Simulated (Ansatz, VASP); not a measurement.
**YTl2AuC6N6 in VASP and in Ansatz**

INCAR

```
SYSTEM = YTl2AuC6N6
PREC     = Accurate       ! precision mode
ENCUT    = 520            ! plane-wave cutoff, eV
EDIFF    = 1E-6           ! SCF threshold, eV
ISMEAR   = 0              ! smearing method
SIGMA    = 0.1            ! smearing width, eV
LREAL    = Auto         
LASPH    = .TRUE.         ! aspherical terms in the spheres
NELM     = 80             ! most SCF steps
ALGO     = Normal         ! electronic algorithm
ISIF     = 2              ! what is computed and relaxed
LWAVE    = .FALSE.        ! write WAVECAR
LCHARG   = .FALSE.        ! write CHGCAR
GGA      = PE             ! functional
NBANDS   = 65             ! bands
```

KPOINTS

```
Automatic mesh
0
G
  4 4 4
  0 0 0
```

The input POSCAR:

```
YTl2AuC6N6
1.0
    0.0000000000      5.2835000000      5.2835000000
    5.2835000000      0.0000000000      5.2835000000
    5.2835000000      5.2835000000      0.0000000000
Y Tl C Au N
1 2 6 1 6
Direct
    0.0000000000      0.0000000000      0.0000000000
    0.2500000000      0.2500000000      0.2500000000
    0.7500000000      0.7500000000      0.7500000000
    0.8007002900      0.1992997100      0.1992997100
    0.1992997100      0.8007002900      0.1992997100
    0.1992997100      0.1992997100      0.8007002900
    0.1992997100      0.8007002900      0.8007002900
    0.8007002900      0.1992997100      0.8007002900
    0.8007002900      0.8007002900      0.1992997100
    0.5000000000      0.5000000000      0.5000000000
    0.6899782300      0.3100217700      0.3100217700
    0.3100217700      0.6899782300      0.3100217700
    0.3100217700      0.3100217700      0.6899782300
    0.3100217700      0.6899782300      0.6899782300
    0.6899782300      0.3100217700      0.6899782300
    0.6899782300      0.6899782300      0.3100217700
```

Input for Ansatz:

```yaml
crystal:
  lattice:
    - [0.0, 5.2835, 5.2835]
    - [5.2835, 0.0, 5.2835]
    - [5.2835, 5.2835, 0.0]
  atoms:
    - { symbol: "Y", position: [0.0, 0.0, 0.0] }
    - { symbol: Tl, position: [0.25, 0.25, 0.25] }
    - { symbol: Tl, position: [0.75, 0.75, 0.75] }
    - { symbol: C, position: [0.80070029, 0.19929971, 0.19929971] }
    - { symbol: C, position: [0.19929971, 0.80070029, 0.19929971] }
    - { symbol: C, position: [0.19929971, 0.19929971, 0.80070029] }
    - { symbol: C, position: [0.19929971, 0.80070029, 0.80070029] }
    - { symbol: C, position: [0.80070029, 0.19929971, 0.80070029] }
    - { symbol: C, position: [0.80070029, 0.80070029, 0.19929971] }
    - { symbol: Au, position: [0.5, 0.5, 0.5] }
    - { symbol: "N", position: [0.68997823, 0.31002177, 0.31002177] }
    - { symbol: "N", position: [0.31002177, 0.68997823, 0.31002177] }
    - { symbol: "N", position: [0.31002177, 0.31002177, 0.68997823] }
    - { symbol: "N", position: [0.31002177, 0.68997823, 0.68997823] }
    - { symbol: "N", position: [0.68997823, 0.31002177, 0.68997823] }
    - { symbol: "N", position: [0.68997823, 0.68997823, 0.31002177] }
basis:
  ecutwfc: 420
kpoints:
  mp_grid: { grid: [4, 4, 4] }
hamiltonian:
  xc: pbe
scf:
  occupations: { method: gaussian, width: 0.1 }
  lower_state_search: "off"
output:
  forces: true
  stress: true
  eigenvalues: true
```

Alike in both runs: task single point; functional PBE; k mesh 4 × 4 × 4; occupations gaussian, width 0.1 eV; no spin polarisation.

|  | VASP | Ansatz |
| --- | --- | --- |
| version | VASP 6.6.1 | Ansatz 0.2.0 |
| potentials or method | VASP PAW PBE potentials, release 64 (Y_sv, Tl_d, C, Au, N), cutoff 520 eV | scalar-relativistic, plane waves, PAW |
| valence electrons in the cell | 102 | 110 |

Ansatz gave:

```
gap on the k mesh at the Fermi level (eV) : none
pressure (GPa)                            : 23.1
rms of the force components (eV/Å)        : 1.500
```

Problem. Which values does VASP return?

Solution. gap on the k mesh at the Fermi level (eV): none; pressure (GPa): 23.4; rms of the force components (eV/Å): 1.311.

Atom by atom the forces differ by 0.195 eV/Å (rms over components). A gap of «none» marks a metal or a gap that the smearing closes. VASP's potentials hold 102 valence electrons a cell and Ansatz's 110, so a difference there can come from the potentials and not from the codes.

Neither program's run includes spin-orbit coupling. Noted on VASP's run: the standard files for N, O and F lose accuracy on very short bonds.
